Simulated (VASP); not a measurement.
# Cu (P6/mmm) in VASP: further runs

Runs on Cu. Level: PBE. Tasks: relaxation of shape and atoms at fixed volume.

All numbers are computed with VASP 6.6.1; they aren't measurements. Logs are shortened: lines on timing, memory, paths and dates and some standing lists are left out, and cuts for length are marked.

## 1. The cell of the first run

Symmetry: P6/mmm, No. 191, hexagonal system. The conventional cell has a = 3.117 Å, b = 3.117 Å, c = 1.866 Å, α = 90.00°, β = 90.00°, γ = 120.00°. Cu (site symmetry 6/mmm) has 14 Cu at 1.87 to 2.03 Å within 2.5 Å. Within 2.4 Å of Cu (site symmetry -6m2) lie 11 Cu at 1.80 to 2.03 Å.

## 2. Relaxation of shape and atoms at fixed volume, PBE

The input, INCAR:

```
SYSTEM = Cu
  PREC = Accurate
  ENCUT = 600
  EDIFF = 1E-6
  ISMEAR = -1
  SIGMA = 0.08
  LREAL = .False.
  LASPH = .True.
  NELM = 60
  ALGO = Normal
  ISIF = 4
  LWAVE = .False.
  LCHARG = .False.
  GGA = PE
  IBRION = 2
  NSW = 50
  EDIFFG = -0.005
```

The input, KPOINTS:

```
regular mesh
0
Gamma
  9 9 12
  0 0 0
```

The input, POSCAR:

```
Cu
1.0
    3.1172259245      0.0000000000      0.0000000000
   -1.5586129622      2.6995968400      0.0000000000
    0.0000000000      0.0000000000      1.8662246586
Cu
3
Direct
    0.0000000000      0.0000000000      0.0000000000
    0.3333333333      0.6666666667      0.5000000000
    0.6666666667      0.3333333333      0.5000000000
```

Potentials or basis: VASP PAW PBE potentials, release 64 (Cu).

Started as:

```bash
cat potpaw_PBE.64/Cu/POTCAR > POTCAR
mpirun -np 1 vasp_std > vasp.out
```

OUTCAR:

```text
SYSTEM = Cu
   PREC = Accurate
   ENCUT = 600
   EDIFF = 1E-6
   ISMEAR = -1
   LREAL = .False.
   LASPH = .True.
   NELM = 60
   ISIF = 4
   GGA = PE
   IBRION = 2
   NSW = 50
   EDIFFG = -0.005

 ion  position               nearest neighbor table
   1  0.000  0.000  0.000-   2 2.03   3 2.03   2 2.03   3 2.03   3 2.03   3 2.03   2 2.03   2 2.03
                             3 2.03   3 2.03   2 2.03   2 2.03
   2  0.333  0.667  0.500-   3 1.80   3 1.80   3 1.80   1 2.03   1 2.03   1 2.03   1 2.03   1 2.03
                             1 2.03   3 2.59   3 2.59   3 2.59   3 2.59   3 2.59   3 2.59
   3  0.667  0.333  0.500-   2 1.80   2 1.80   2 1.80   1 2.03   1 2.03   1 2.03   1 2.03   1 2.03
                             1 2.03   2 2.59   2 2.59   2 2.59   2 2.59   2 2.59   2 2.59

  LATTYP: Found a hexagonal cell.
 ALAT       =     3.1172259245
 C/A-ratio  =     0.5986812325

  Lattice vectors:

 A1 = (   3.1172259245,   0.0000000000,   0.0000000000)
 A2 = (  -1.5586129622,   2.6995968400,   0.0000000000)
 A3 = (   0.0000000000,   0.0000000000,   1.8662246586)

Analysis of symmetry for initial positions (statically):
=====================================================================
 Subroutine PRICEL returns:
 Original cell was already a primitive cell.

 Routine SETGRP: Setting up the symmetry group for a
 hexagonal supercell.

 Subroutine GETGRP returns: Found 24 space group operations
 (whereof 24 operations were pure point group operations)
 out of a pool of 24 trial point group operations.

The static configuration has the point symmetry D_6h.

Analysis of symmetry for dynamics (positions and initial velocities):
=====================================================================
 Subroutine PRICEL returns:
 Original cell was already a primitive cell.

 Routine SETGRP: Setting up the symmetry group for a
 hexagonal supercell.

 Subroutine GETGRP returns: Found 24 space group operations
 (whereof 24 operations were pure point group operations)
 out of a pool of 24 trial point group operations.

The dynamic configuration has the point symmetry D_6h.

 Subroutine INISYM returns: Found 24 space group operations
 (whereof 24 operations are pure point group operations),
 and found     1 'primitive' translations

----------------------------------------------------------------------------------------

                                     Primitive cell

  volume of cell :      15.7048

  direct lattice vectors                    reciprocal lattice vectors
[... 100 lines left out ...]
   NELECT =      33.0000    total number of electrons
   NUPDOWN=      -1.0000    fix difference up-down
   EMIN   =  10.00;   EMAX   =-10.00  energy-range for DOS
   EFERMI =   0.00;   METHOD = LEGACY
   ISMEAR =    -1;   SIGMA  =   0.08  broadening in eV -4-tet -1-fermi 0-gaus
   EFERMI_NEDOS =   21; number of points for ismear=-14 and -15
   IALGO  =     38    algorithm
   IMIX   =      4    mixing-type and parameters
     AMIX     =   0.40;   BMIX     =  1.00
     AMIX_MAG =   1.60;   BMIX_MAG =  1.00
  volume/ion in A,a.u.               =       5.23        35.33
  Fermi-wavevector in a.u.,A,eV,Ry     =   2.096858  3.962488 59.822303  4.396815
  Thomas-Fermi vector in A             =   3.087724
   LORBIT       =      0    0 simple, 1 ext, 2 COOP (PROOUT), +10 PAW based schemes
   GGA     = PE    functional components
   LHFCALC =     F    Hartree Fock is set to
   AEXX    =    0.0000 exact exchange contribution
   IVDW    =     0    specifies the selected vdW correction
   LEPSILON=     F    determine dielectric tensor
   LRPA    =     F    only Hartree local field effects (RPA)
 conjugate gradient relaxation of ions
 non-spin polarized calculation
  energy-cutoff  :      600.00
  volume of cell :       15.70
 maximum number of plane-waves:       534
 NGX is ok and might be reduce to    28
   NGX = 13   NGY = 13   NGZ =  7

--------------------------------------- Ionic step        1  -------------------------------------------

 number of electron      33.0000013 magnetization

 Free energy of the ion-electron system (eV)
  ---------------------------------------------------
  ext. energy  EPLUGINS =         0.00000000
  ---------------------------------------------------
  free energy    TOTEN  =        15.38506034 eV

  energy without entropy =       15.39595333  energy(sigma->0) =       15.39050683

------------------------ aborting loop because EDIFF is reached ----------------------------------------

  FORCE on cell =-STRESS in cart. coord.  units (eV):
  Direction    XX          YY          ZZ          XY          YZ          ZX
  --------------------------------------------------------------------------------------
  -------------------------------------------------------------------------------------
  Total       90.0653294     90.0653294     90.3538425      0.0000000     -0.0000000     -0.0000000
  in kB     9188.3411223   9188.3411227   9217.7748341      0.0000002     -0.0000000     -0.0000000
  external PRESSURE =    9198.1523597 kB  Pullay stress =       0.0000000 kB
[... 61 lines left out ...]
--------------------------------------- Ionic step        3  -------------------------------------------

 number of electron      33.0000012 magnetization

 Free energy of the ion-electron system (eV)
  ---------------------------------------------------
  ext. energy  EPLUGINS =         0.00000000
  ---------------------------------------------------
  free energy    TOTEN  =        15.38497654 eV

  energy without entropy =       15.39585193  energy(sigma->0) =       15.39041424

 E-fermi :  24.3845     XC(G=0): -18.2424

 val. band max:       24.3469819851   @ k =   0.3333   0.0000   0.0000
 cond. band min:      24.4229010026   @ k =   0.3333   0.0000   0.1667
 fundamental gap:      0.0759190174
 Fermi energy:        24.3845129945

 k-point     1 :       0.0000    0.0000    0.0000
  band No.  band energies     occupation
      1       6.2993      2.00000
      2      11.3286      2.00000
      3      14.3515      2.00000
      4      14.3515      2.00000
      5      14.3626      2.00000
      6      14.3626      2.00000
[... 541 lines left out ...]
     19      40.5099      0.00000
     20      41.2955      0.00000

 [... further k-points ...]

------------------------ aborting loop because EDIFF is reached ----------------------------------------

  FORCE on cell =-STRESS in cart. coord.  units (eV):
  Direction    XX          YY          ZZ          XY          YZ          ZX
  --------------------------------------------------------------------------------------
  -------------------------------------------------------------------------------------
  Total       90.2188330     90.2188330     90.2177826      0.0000000      0.0000000     -0.0000000
  in kB     9204.0013465   9204.0013470   9203.8941862      0.0000003      0.0000000     -0.0000000
  external PRESSURE =    9203.9656265 kB  Pullay stress =       0.0000000 kB
[... 18 lines left out ...]
  FREE ENERGIE OF THE ION-ELECTRON SYSTEM (eV)
  ---------------------------------------------------
  free  energy   TOTEN  =        15.3849765409 eV

  energy  without entropy=       15.3958519341  energy(sigma->0) =       15.39041424

 reached required accuracy - stopping structural energy minimisation
```

OSZICAR:

```text
N       E                     dE             d eps       ncg     rms          rms(c)
DAV:   1     0.237469712435E+03    0.23747E+03   -0.16041E+04  3888   0.387E+03
DAV:   2     0.254862377393E+02   -0.21198E+03   -0.20465E+03  3360   0.448E+02
DAV:   3     0.131427160654E+02   -0.12344E+02   -0.12217E+02  3792   0.157E+02
[... 20 lines left out ...]
DAV:   2     0.153842474940E+02    0.13431E-02   -0.24075E-03  4952   0.176E+00    0.184E-01
DAV:   3     0.153848690747E+02    0.62158E-03   -0.11999E-03  5604   0.225E+00    0.726E-02
DAV:   4     0.153849795213E+02    0.11045E-03   -0.33848E-04  5364   0.142E+00    0.115E-02
DAV:   5     0.153849764864E+02   -0.30349E-05   -0.42349E-05  6092   0.176E-01    0.611E-03
DAV:   6     0.153849765409E+02    0.54467E-07   -0.29824E-06  2836   0.144E-01
   3 F= 0.15384977E+02 E0= 0.15390414E+02  d E =-.838014E-04
```

Run time: 49 s. Hardware: 1 thread of Intel Xeon 6975P-C, shared host; peak memory 0.15 GiB.

The run converged, but its numbers aren't listed here, since they failed a check.

## 3. Relaxation of shape and atoms at fixed volume, PBE

This run uses another cell than the first one, of 6.09 Å³/atom, 1.163 times its volume.

The input, INCAR:

```
SYSTEM = Cu
  ALGO = Normal
  EDIFF = 1E-6
  EDIFFG = -0.005
  ENCUT = 600
  GGA = PE
  IBRION = 2
  ISIF = 4
  ISMEAR = -1
  LASPH = .TRUE.
  LCHARG = .FALSE.
  LREAL = .FALSE.
  LWAVE = .FALSE.
  NELM = 100
  NSW = 50
  PREC = Accurate
  SIGMA = 0.08
```

The input, KPOINTS:

```
k-points
0
G
  9 9 12
  0 0 0
```

The input, POSCAR:

```
Cu
1.0
    3.2779485221      0.0000000000      0.0000000000
   -1.6389742610      2.8387866924      0.0000000000
    0.0000000000      0.0000000000      1.9624462614
Cu
3
Direct
    0.0000000000      0.0000000000      0.0000000000
    0.3333333333      0.6666666667      0.5000000000
    0.6666666667      0.3333333333      0.5000000000
```

Potentials or basis: VASP PAW PBE potentials, release 64 (Cu).

Started as:

```bash
cat potpaw_PBE.64/Cu/POTCAR > POTCAR
mpirun -np 1 vasp_std > vasp.out
```

OUTCAR:

```text
SYSTEM = Cu
   EDIFF = 1E-6
   EDIFFG = -0.005
   ENCUT = 600
   GGA = PE
   IBRION = 2
   ISIF = 4
   ISMEAR = -1
   LASPH = .TRUE.
   LREAL = .FALSE.
   NELM = 100
   NSW = 50
   PREC = Accurate

 ion  position               nearest neighbor table
   1  0.000  0.000  0.000-   2 2.13   3 2.13   2 2.13   3 2.13   2 2.13   2 2.13   3 2.13   3 2.13
                             3 2.13   3 2.13   2 2.13   2 2.13
   2  0.333  0.667  0.500-   3 1.89   3 1.89   3 1.89   1 2.13   1 2.13   1 2.13   1 2.13   1 2.13
                             1 2.13   3 2.73   3 2.73   3 2.73   3 2.73   3 2.73   3 2.73
   3  0.667  0.333  0.500-   2 1.89   2 1.89   2 1.89   1 2.13   1 2.13   1 2.13   1 2.13   1 2.13
                             1 2.13   2 2.73   2 2.73   2 2.73   2 2.73   2 2.73   2 2.73

  LATTYP: Found a hexagonal cell.
 ALAT       =     3.2779485221
 C/A-ratio  =     0.5986812325

  Lattice vectors:

 A1 = (   3.2779485221,   0.0000000000,   0.0000000000)
 A2 = (  -1.6389742610,   2.8387866924,   0.0000000000)
 A3 = (   0.0000000000,   0.0000000000,   1.9624462614)

Analysis of symmetry for initial positions (statically):
=====================================================================
 Subroutine PRICEL returns:
 Original cell was already a primitive cell.
[... 176 lines left out ...]
 cond. band min:      19.9874737534   @ k =   0.4444   0.1111   0.4167
 fundamental gap:      0.0389918094
 Fermi energy:        19.9779003217

 k-point     1 :       0.0000    0.0000    0.0000
  band No.  band energies     occupation
      1       3.9001      2.00000
      2       9.3362      2.00000
      3      11.6889      2.00000
      4      11.6889      2.00000
      5      11.7217      2.00000
      6      11.7217      2.00000
[... 541 lines left out ...]
     19      34.7526      0.00000
     20      35.1782      0.00000

 [... further k-points ...]

------------------------ aborting loop because EDIFF is reached ----------------------------------------

  FORCE on cell =-STRESS in cart. coord.  units (eV):
  Direction    XX          YY          ZZ          XY          YZ          ZX
  --------------------------------------------------------------------------------------
  -------------------------------------------------------------------------------------
  Total       59.5644518     59.5644518     59.5751916      0.0000000      0.0000000     -0.0000000
  in kB     5225.9478188   5225.9478187   5226.8900846      0.0000001      0.0000000     -0.0000000
  external PRESSURE =    5226.2619073 kB  Pullay stress =       0.0000000 kB

 VOLUME and BASIS-vectors are now :
 -----------------------------------------------------------------------------
  energy-cutoff  :      600.00
  volume of cell :       18.26
      direct lattice vectors                 reciprocal lattice vectors
     3.277948522  0.000000000  0.000000000     0.305068854  0.176131585  0.000000000
    -1.638974261  2.838786692  0.000000000     0.000000000  0.352263170  0.000000000
     0.000000000  0.000000000  1.962446261     0.000000000  0.000000000  0.509568093

 POSITION                                       TOTAL-FORCE (eV/Angst)
 -----------------------------------------------------------------------------------
      0.00000      0.00000      0.00000         0.000000      0.000000      0.000000
     -0.00000      1.89252      0.98122         0.000000      0.000000     -0.000000
      1.63897      0.94626      0.98122        -0.000000      0.000000      0.000000
 -----------------------------------------------------------------------------------
    total drift:                                0.000000      0.000000     -0.000000

  FREE ENERGIE OF THE ION-ELECTRON SYSTEM (eV)
  ---------------------------------------------------
  free  energy   TOTEN  =         4.2061039871 eV

  energy  without entropy=        4.2178780523  energy(sigma->0) =        4.21199102

 reached required accuracy - stopping structural energy minimisation
```

It took 30 s on 1 thread of Intel Xeon 6975P-C, shared host; peak memory 0.16 GiB.

Results:

| Item | Value |
| --- | --- |
| Free energy | 4.2061 eV |
| Pressure after relaxing | 522.6 GPa |

Stress tensor (GPa, compression positive):
```
522.59   0.00   0.00
  0.00 522.59   0.00
  0.00   0.00 522.69
```

Final structure:
```
Cu
1.0
     3.27795    0.00000    0.00000
    -1.63897    2.83879    0.00000
     0.00000    0.00000    1.96245
Cu
3
Direct
  0.00000 0.00000 0.00000
  0.33333 0.66667 0.50000
  0.66667 0.33333 0.50000
```

Caveat: the relaxation stopped at its first step, so nothing moved.

(Part 1 of 2 ends here.)
